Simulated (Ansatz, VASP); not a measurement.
## One calculation of Y3C2, two programs

```
Y C
1.0
     2.75348   -5.74206    0.00000
     2.75348    5.74206    0.00000
     0.00000    0.00000    3.28902
Y C
3 2
Direct
  0.00000 0.00000 0.50000
  0.65245 0.34755 0.50000
  0.34755 0.65245 0.50000
  0.63086 0.63086 0.00000
  0.36914 0.36914 0.00000
```

Alike in both runs: functional PBE; k mesh 6 × 6 × 4; occupations gaussian, width 0.1 eV; no spin polarisation.

Ansatz relaxed the structure, and its values are those at the end. VASP's run is a single point on that final structure, the one shown.

```csv
,VASP,Ansatz
version,VASP 6.6.1,Ansatz 0.2.0
potentials or method,"VASP PAW PBE potentials, release 64 (Y_sv, C), cutoff 520 eV","scalar-relativistic, plane waves, PAW"
valence electrons in the cell,41,41
```

VASP gave:

* gap on the k mesh at the Fermi level (eV): none
* pressure (GPa): -0.1
* rms of the force components (eV/Å): 0.016

Task: Estimate Ansatz's values.

Result: gap on the k mesh at the Fermi level (eV): none; pressure (GPa): -0.1; rms of the force components (eV/Å): 0.018.

A gap of «none» marks a metal or a gap that the smearing closes. With one functional, cell and mesh, what is left measures potentials, basis and numerics.

The k mesh is coarse, so the values compare programs but aren't converged.
